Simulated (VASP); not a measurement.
Crystal: MnS.

```
Mn S
1.0
     0.00000    2.60450    2.60450
     2.60450    0.00000    2.60450
     2.60450    2.60450    0.00000
Mn S
1 1
Direct
  0.00000 0.00000 0.00000
  0.50000 0.50000 0.50000
```

Base run:

| Item | Value |
| --- | --- |
| Program | VASP 6.6.1 |
| Functional | PBEsol |
| Potentials or basis | VASP PAW PBE potentials, release 64 (Mn_sv, S) |
| Cutoff | 600 eV |
| k mesh | 9 × 9 × 9 |
| Occupations | fermi-dirac, width 0.05 eV |
| Spin | collinear spin, ferromagnetic start |
| Starting moments | [4.0, 0.0] μB |
| Hubbard terms | Mn d U = 1.0 eV |

Its results: pressure -5.3 GPa; net moment 4.84 μB per cell; site moments Mn +4.18; S +0.11 μB.

Question: The run is repeated on the same cell with these changes: hubbard terms from Mn d U = 1.0 eV to Mn d U = 2.0 eV. What comes out?

Answer: Pressure -3.1 GPa; net moment 4.94 μB per cell; site moments Mn +4.29; S +0.11 μB.

Caveats: the cell stands under tension; the PAW data sets were made with another functional, which shifts forces and pressure a little; a cell with one magnetic atom can't hold antiferromagnetic order, which such compounds often take.
